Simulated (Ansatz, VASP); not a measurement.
La3F: VASP beside Ansatz

```
La F
1.0
     0.00000    3.81918    3.81918
     3.81918    0.00000    3.81918
     3.81918    3.81918    0.00000
La F
3 1
Direct
  0.25000 0.25000 0.25000
  0.75000 0.75000 0.75000
  0.00000 0.00000 0.00000
  0.50000 0.50000 0.50000
```

Alike in both runs: task relaxation of cell and atoms; functional PBE; k mesh 10 × 10 × 10; occupations gaussian, width 0.1 eV; no spin polarisation.

|  | VASP | Ansatz |
| --- | --- | --- |
| version | VASP 6.6.1 | Ansatz 0.2.0 |
| potentials or method | VASP PAW PBE potentials, release 64 (La, F), cutoff 600 eV | scalar-relativistic, plane waves, PAW |
| valence electrons in the cell | 40 | 40 |

|  | VASP | Ansatz | Ansatz less VASP |
| --- | --- | --- | --- |
| gap on the k mesh at the Fermi level, each at its own relaxed structure (eV) | none | none | - |
| relaxed volume (Å³/atom) | 27.90 | 28.08 | +0.181 |
| relaxed cell length with the largest relative difference (Å) | 5.404 | 5.416 | +0.0117 |

A gap of «none» marks a metal or a gap that the smearing closes.

Spin-orbit coupling is off throughout.
